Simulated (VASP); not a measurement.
TiO2, 6 atoms in the cell. It takes space group P4_2/mnm (No. 136, tetragonal). The conventional cell has a = 4.585 Å, b = 4.585 Å, c = 2.952 Å, α = 90.00°, β = 90.00°, γ = 90.00°. Ti (site symmetry mmm) has 6 O at 1.95 to 1.97 Å within 2.6 Å. Within 2.6 Å of O (site symmetry m2m) lie 3 Ti at 1.95 to 1.97 Å and 1 O at 2.54 Å. 

| Property | Result |
| --- | --- |
| Program | VASP 6.6.1 |
| Task | single point |
| Functional | r2SCAN |
| Dispersion | rVV10 |
| Potentials or basis | VASP PAW PBE potentials, release 64 (Ti_sv, O) |
| Cutoff | 660 eV |
| k mesh | 6 × 6 × 10 |
| Occupations | gaussian, width 0.02 eV |
| Spin | no spin polarisation |
| Dipole correction | no |
| Further INCAR settings | ALGO = Normal; EDIFF = 1e-06; NBANDS = 33 |

Potentials or basis: VASP PAW PBE potentials, release 64 (Ti_sv, O).

Launch:

```console
$ cat potpaw_PBE.64/Ti_sv/POTCAR potpaw_PBE.64/O/POTCAR > POTCAR
$ cp INCAR.step1 INCAR
$ mpirun -np 1 vasp_std > vasp.out
$ cp INCAR.step2 INCAR
$ mpirun -np 1 vasp_std > vasp.out
```

Hardware: 1 thread of Oxide Virtual Turin-like Processor, on a shared host.

**Question.** Estimate the wall time of this run.

**Answer.** Run time: 23 min on 1 thread of Oxide Virtual Turin-like Processor, on a shared host, peak memory 0.44 GiB. Counts: k points 60.
